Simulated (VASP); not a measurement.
# HfN (Fm-3m) in VASP: notebook

HfN is run at these levels: PBEsol; tasks: single point.

All numbers are computed with VASP 6.6.1; they aren't measurements. Logs are shortened: lines on timing, memory, paths and dates and some standing lists are left out, and cuts for length are marked.

### Step 1. The cell of the first run

The structure is cubic, space group Fm-3m (No. 225). The conventional cell has a = 4.431 Å, b = 4.431 Å, c = 4.431 Å, α = 90.00°, β = 90.00°, γ = 90.00°. Hf (site symmetry m-3m) has 6 N at 2.22 Å within 2.9 Å. N (site symmetry m-3m) has 6 Hf at 2.22 Å within 2.9 Å.

### Step 2. Single point, PBEsol

Contents of INCAR:

```
SYSTEM = HfN
PREC = Accurate
ENCUT = 520
EDIFF = 1E-6
ISMEAR = -1
SIGMA = 0.05
LREAL = .False.
LASPH = .True.
NELM = 100
ALGO = Normal
ISIF = 2
LWAVE = .False.
LCHARG = .False.
GGA = PS
NBANDS = 14
```

Contents of KPOINTS:

```
Automatic mesh
0
Gamma
  18 18 18
  0 0 0
```

Contents of POSCAR:

```
HfN
1.0
    0.0000000000      2.2152887725      2.2152887725
    2.2152887725      0.0000000000      2.2152887725
    2.2152887725      2.2152887725      0.0000000000
Hf N
1 1
Direct
    0.0000000000      0.0000000000      0.0000000000
    0.5000000000      0.5000000000      0.5000000000
```

Potentials or basis: VASP PAW PBE potentials, release 64 (Hf_pv, N).

On the command line:

```
$ cat potpaw_PBE.64/Hf_pv/POTCAR potpaw_PBE.64/N/POTCAR > POTCAR
$ mpirun -np 1 vasp_std > vasp.out
```

OUTCAR:

```text
SYSTEM = HfN
   PREC = Accurate
   ENCUT = 520
   EDIFF = 1E-6
   ISMEAR = -1
   LREAL = .False.
   LASPH = .True.
   NELM = 100
   ISIF = 2
   GGA = PS

 ion  position               nearest neighbor table
   1  0.000  0.000  0.000-   2 2.22   2 2.22   2 2.22   2 2.22   2 2.22   2 2.22
   2  0.500  0.500  0.500-   1 2.22   1 2.22   1 2.22   1 2.22   1 2.22   1 2.22

  LATTYP: Found a face centered cubic cell.
 ALAT       =     4.4305775450

  Lattice vectors:

 A1 = (   0.0000000000,   2.2152887725,   2.2152887725)
 A2 = (   2.2152887725,   0.0000000000,   2.2152887725)
 A3 = (   2.2152887725,   2.2152887725,   0.0000000000)

Analysis of symmetry for initial positions (statically):
=====================================================================
 Subroutine PRICEL returns:
 Original cell was already a primitive cell.

 Routine SETGRP: Setting up the symmetry group for a
 face centered cubic supercell.

 Subroutine GETGRP returns: Found 48 space group operations
 (whereof 48 operations were pure point group operations)
 out of a pool of 48 trial point group operations.

The static configuration has the point symmetry O_h .

Analysis of symmetry for dynamics (positions and initial velocities):
=====================================================================
 Subroutine PRICEL returns:
 Original cell was already a primitive cell.

 Routine SETGRP: Setting up the symmetry group for a
 face centered cubic supercell.

 Subroutine GETGRP returns: Found 48 space group operations
 (whereof 48 operations were pure point group operations)
 out of a pool of 48 trial point group operations.

The dynamic configuration has the point symmetry O_h .

 Subroutine INISYM returns: Found 48 space group operations
 (whereof 48 operations are pure point group operations),
 and found     1 'primitive' translations

----------------------------------------------------------------------------------------

                                     Primitive cell

  volume of cell :      21.7431

  direct lattice vectors                    reciprocal lattice vectors
     0.000000000  2.215288773  2.215288773    -0.225704209  0.225704209  0.225704209
     2.215288773  0.000000000  2.215288773     0.225704209 -0.225704209  0.225704209
     2.215288773  2.215288773  0.000000000     0.225704209  0.225704209 -0.225704209

  length of vectors
     3.132891427  3.132891427  3.132891427     0.390931157  0.390931157  0.390931157

  position of ions in fractional coordinates (direct lattice)
     0.000000000  0.000000000  0.000000000
     0.500000000  0.500000000  0.500000000

  ion indices of the primitive-cell ions
   primitive index   ion index
                 1           1
                 2           2

----------------------------------------------------------------------------------------

 KPOINTS: Automatic mesh

Automatic generation of k-mesh.
 Grid dimensions read from file:
 generate k-points for:   18   18   18

 Generating k-lattice:

  Cartesian coordinates                     Fractional coordinates (reciprocal lattice)
    -0.012539123  0.012539123  0.012539123     0.055555556  0.000000000  0.000000000
     0.012539123 -0.012539123  0.012539123     0.000000000  0.055555556  0.000000000
     0.012539123  0.012539123 -0.012539123     0.000000000  0.000000000  0.055555556

  Length of vectors
     0.021718398  0.021718398  0.021718398

  Shift w.r.t. Gamma in fractional coordinates (k-lattice)
     0.000000000  0.000000000  0.000000000

 Subroutine IBZKPT returns following result:
 ===========================================

 Found    195 irreducible k-points:

 Following reciprocal coordinates:
            Coordinates               Weight
  0.000000  0.000000  0.000000      1.000000
  0.055556  0.000000  0.000000      8.000000
  0.111111  0.000000  0.000000      8.000000
  0.166667  0.000000  0.000000      8.000000
  0.222222  0.000000  0.000000      8.000000
  0.277778  0.000000  0.000000      8.000000
[... 16 lines left out ...]
 -0.277778  0.055556  0.000000     24.000000
 -0.222222  0.055556  0.000000     24.000000
 [... further k-points ...]
   k-points           NKPTS =    195   k-points in BZ     NKDIM =    195   number of bands    NBANDS=     14
   number of dos      NEDOS =    301   number of ions     NIONS =      2
   total plane-waves  NPLWV =  13824
   dimension x,y,z NGX =    24 NGY =   24 NGZ =   24
   dimension x,y,z NGXF=    48 NGYF=   48 NGZF=   48
   ions per type =               1   1
   NGX,Y,Z   is equivalent  to a cutoff of  12.74, 12.74, 12.74 a.u.
   NGXF,Y,Z  is equivalent  to a cutoff of  25.47, 25.47, 25.47 a.u.
 SYSTEM =  HfN
   PREC   = accura    normal or accurate (medium, high low for compatibility)
   ISTART =      0    job   : 0-new  1-cont  2-samecut
   ICHARG =      2    charge: 1-file 2-atom 10-const
   ISPIN  =      1    spin polarized calculation?
   LNONCOLLINEAR =      F non collinear calculations
   LSORBIT =      F    spin-orbit coupling
   LASPH  =      T    aspherical Exc in radial PAW
   ENCUT  =  520.0 eV  38.22 Ry    6.18 a.u.   5.83  5.83  5.83*2*pi/ulx,y,z
   NELM   =    100;   NELMIN=  2; NELMDL= -5     # of ELM steps
   EDIFF  = 0.1E-05   stopping-criterion for ELM
   LREAL  =      F    real-space projection
   EDIFFG = 0.1E-04   stopping-criterion for IOM
   NSW    =      0    number of steps for IOM
   IBRION =     -1    ionic relax: 0-MD 1-quasi-New 2-CG
   NFREE  =      0    steps in history (QN), initial steepest desc. (CG)
   ISIF   =      2    stress and relaxation
   ISYM   =      2    0-nonsym 1-usesym 2-fastsym
   POTIM  = 0.5000    time-step for ionic-motion
   TEBEG  =    0.0;   TEEND  =   0.0 temperature during run
   PSTRESS=    0.0 pullay stress
   NELECT =      15.0000    total number of electrons
   NUPDOWN=      -1.0000    fix difference up-down
   EMIN   =  10.00;   EMAX   =-10.00  energy-range for DOS
   EFERMI =   0.00;   METHOD = LEGACY
   ISMEAR =    -1;   SIGMA  =   0.05  broadening in eV -4-tet -1-fermi 0-gaus
   EFERMI_NEDOS =   21; number of points for ismear=-14 and -15
   IALGO  =     38    algorithm
   IMIX   =      4    mixing-type and parameters
     AMIX     =   0.40;   BMIX     =  1.00
     AMIX_MAG =   1.60;   BMIX_MAG =  1.00
  volume/ion in A,a.u.               =      10.87        73.36
  Fermi-wavevector in a.u.,A,eV,Ry     =   1.446544  2.733571 28.470039  2.092489
  Thomas-Fermi vector in A             =   2.564600
   LORBIT       =      0    0 simple, 1 ext, 2 COOP (PROOUT), +10 PAW based schemes
   GGA     = PS    functional components
   LHFCALC =     F    Hartree Fock is set to
   AEXX    =    0.0000 exact exchange contribution
   IVDW    =     0    specifies the selected vdW correction
   LEPSILON=     F    determine dielectric tensor
   LRPA    =     F    only Hartree local field effects (RPA)
 non-spin polarized calculation
  energy-cutoff  :      520.00
  volume of cell :       21.74
 maximum number of plane-waves:       598
   NGX = 11   NGY = 11   NGZ = 11

 number of electron      15.0000002 magnetization

 Free energy of the ion-electron system (eV)
  ---------------------------------------------------
  ext. energy  EPLUGINS =         0.00000000
  ---------------------------------------------------
  free energy    TOTEN  =       -22.95996760 eV

  energy without entropy =      -22.95504916  energy(sigma->0) =      -22.95750838

 E-fermi :   8.7136     XC(G=0): -13.2032

 val. band max:        8.6905696981   @ k =   0.4444   0.2222   0.1111
 cond. band min:       8.7157869219   @ k =  -0.1111   0.0556   0.0000
 fundamental gap:      0.0252172238
 Fermi energy:         8.7136114335

 k-point     1 :       0.0000    0.0000    0.0000
  band No.  band energies     occupation
      1     -22.0981      2.00000
      2     -22.0981      2.00000
      3     -22.0981      2.00000
      4      -9.0584      2.00000
      5       5.6788      2.00000
      6       5.6788      2.00000
      7       5.6788      2.00000
      8       8.3190      1.99925
      9       8.3190      1.99925
     10       8.3190      1.99925
     11      10.8154      0.00000
     12      10.8154      0.00000
     13      11.1228      0.00000
     14      18.4085      0.00000

 k-point     2 :       0.0556    0.0000    0.0000
  band No.  band energies     occupation
      1     -22.1393      2.00000
      2     -22.1013      2.00000
      3     -22.1013      2.00000
      4      -8.9755      2.00000
      5       5.3377      2.00000
      6       5.4682      2.00000
      7       5.4682      2.00000
      8       8.4263      1.99364
      9       8.4365      1.99220
     10       8.4365      1.99220
     11      11.0837      0.00000
     12      11.0837      0.00000
     13      11.3507      0.00000
     14      18.6723      0.00000

 k-point     3 :       0.1111    0.0000    0.0000
  band No.  band energies     occupation
      1     -22.2556      2.00000
      2     -22.1106      2.00000
      3     -22.1106      2.00000
      4      -8.7354      2.00000
      5       4.5399      2.00000
      6       4.9643      2.00000
      7       4.9643      2.00000
      8       8.6247      1.71117
      9       8.7474      0.67421
     10       8.7474      0.67421
     11      11.7955      0.00000
     12      11.7955      0.00000
     13      11.9544      0.00000
     14      19.4192      0.00000
[... 324 lines left out ...]
 k-point    23 :      -0.2778    0.0556    0.0000
  band No.  band energies     occupation
      1     -22.9011      2.00000
      2     -22.2081      2.00000
      3     -22.1513      2.00000
      4      -7.1841      2.00000
      5       1.3039      2.00000
      6       2.9444      2.00000
      7       3.2957      2.00000
      8       9.6261      0.00000
      9      10.4194      0.00000
     10      11.4130      0.00000
     11      14.0507      0.00000
     12      15.2706      0.00000
     13      16.0501      0.00000
     14      21.2392      0.00000

 k-point    24 :      -0.2222    0.0556    0.0000
  band No.  band energies     occupation
      1     -22.7041      2.00000
      2     -22.1892      2.00000
      3     -22.1322      2.00000
      4      -7.6913      2.00000
      5       2.1588      2.00000
      6       3.3919      2.00000
      7       3.8090      2.00000
      8       9.1778      0.00019
      9       9.7237      0.00000
     10      10.6724      0.00000
     11      13.1483      0.00000
     12      14.4553      0.00000
     13      14.9215      0.00000
     14      21.2529      0.00000

 [... further k-points ...]

------------------------ aborting loop because EDIFF is reached ----------------------------------------

  FORCE on cell =-STRESS in cart. coord.  units (eV):
  Direction    XX          YY          ZZ          XY          YZ          ZX
  --------------------------------------------------------------------------------------
  -------------------------------------------------------------------------------------
  Total        1.7332144      1.7332144      1.7332144      0.0000000      0.0000000      0.0000000
  in kB      127.7149756    127.7149756    127.7149756      0.0000000      0.0000000      0.0000000
  external PRESSURE =     127.7149756 kB  Pullay stress =       0.0000000 kB

 VOLUME and BASIS-vectors are now :
 -----------------------------------------------------------------------------
  energy-cutoff  :      520.00
  volume of cell :       21.74
      direct lattice vectors                 reciprocal lattice vectors
     0.000000000  2.215288773  2.215288773    -0.225704209  0.225704209  0.225704209
     2.215288773  0.000000000  2.215288773     0.225704209 -0.225704209  0.225704209
     2.215288773  2.215288773  0.000000000     0.225704209  0.225704209 -0.225704209

 POSITION                                       TOTAL-FORCE (eV/Angst)
 -----------------------------------------------------------------------------------
      0.00000      0.00000      0.00000         0.000000     -0.000000     -0.000000
      2.21529      2.21529      2.21529        -0.000000      0.000000      0.000000
 -----------------------------------------------------------------------------------
    total drift:                                0.000000     -0.000000     -0.000000

  FREE ENERGIE OF THE ION-ELECTRON SYSTEM (eV)
  ---------------------------------------------------
  free  energy   TOTEN  =       -22.9599676035 eV

  energy  without entropy=      -22.9550491554  energy(sigma->0) =      -22.95750838
```

Run time: 47 s. Hardware: 1 thread of Intel Xeon Platinum 8259CL at 2.50GHz (Skylake/Cascade Lake), shared host; peak memory 0.18 GiB.

What came out:

* Free energy: -22.9600 eV
* Pressure: 12.8 GPa

Levels at points of the mesh, in eV from the Fermi level:
```
           k point  band 6  band 7  band 8  band 9  band 10  band 11
(0.00, 0.00, 0.00)   -3.03   -3.03   -0.39   -0.39    -0.39     2.10
(0.50, 0.00, 0.00)   -6.46   -6.46    3.59    4.03     4.03     4.74
(0.50, 0.50, 0.00)   -4.10   -3.66   -3.66    4.43     6.03     6.03
```

Caveat: the PAW data sets were made with another functional, which shifts forces and pressure a little; spin-orbit coupling is left out, which moves the levels of the heavy elements.

### Step 3. Single point, PBEsol

This run uses another cell than the first one, of 11.03 Å³/atom, 1.015 times its volume.

Contents of INCAR:

```
PREC = Accurate
ENCUT = 520
EDIFF = 1E-6
ISMEAR = -1
SIGMA = 0.05
LREAL = False
LASPH = True
NELM = 60
ALGO = Normal
ISIF = 2
LWAVE = False
LCHARG = True
GGA = PS
LELF = True
LVHAR = True
NBANDS = 14
```

Contents of KPOINTS:

```
Automatic mesh
0
Gamma
  18 18 18
```

Contents of POSCAR:

```
HfN
1.0
    0.0000000000      2.2263048894      2.2263048894
    2.2263048894      0.0000000000      2.2263048894
    2.2263048894      2.2263048894      0.0000000000
Hf N
1 1
Direct
    0.0000000000      0.0000000000      0.0000000000
    0.5000000000      0.5000000000      0.5000000000
```

Potentials or basis: VASP PAW PBE potentials, release 64 (Hf_pv, N).

On the command line:

```
$ cat potpaw_PBE.64/Hf_pv/POTCAR potpaw_PBE.64/N/POTCAR > POTCAR
$ mpirun -np 1 vasp_std > vasp.out
```

It took 53 s on 1 thread of Intel Xeon Platinum 8259CL at 2.50GHz (Skylake/Cascade Lake), shared host; peak memory 0.19 GiB.

Results (log left out):

- Free energy: -22.9811 eV
- Pressure: 7.8 GPa

Levels at points of the mesh, in eV from the Fermi level:
| k point | band 5 | band 6 | band 7 | band 8 | band 9 | band 10 | band 11 | band 12 |
| --- | --- | --- | --- | --- | --- | --- | --- | --- |
| (0.00, 0.00, 0.00) | -3.02 | -3.02 | -3.02 | -0.38 | -0.38 | -0.38 | 2.06 | 2.06 |
| (0.50, 0.00, 0.00) | -9.15 | -6.39 | -6.39 | 3.51 | 3.95 | 3.95 | 4.66 | 9.42 |
| (0.50, 0.50, 0.00) | -5.36 | -4.03 | -3.66 | -3.66 | 4.35 | 5.91 | 5.91 | 6.16 |

Caveat: the PAW data sets were made with another functional, which shifts forces and pressure a little; spin-orbit coupling is left out, which moves the levels of the heavy elements.
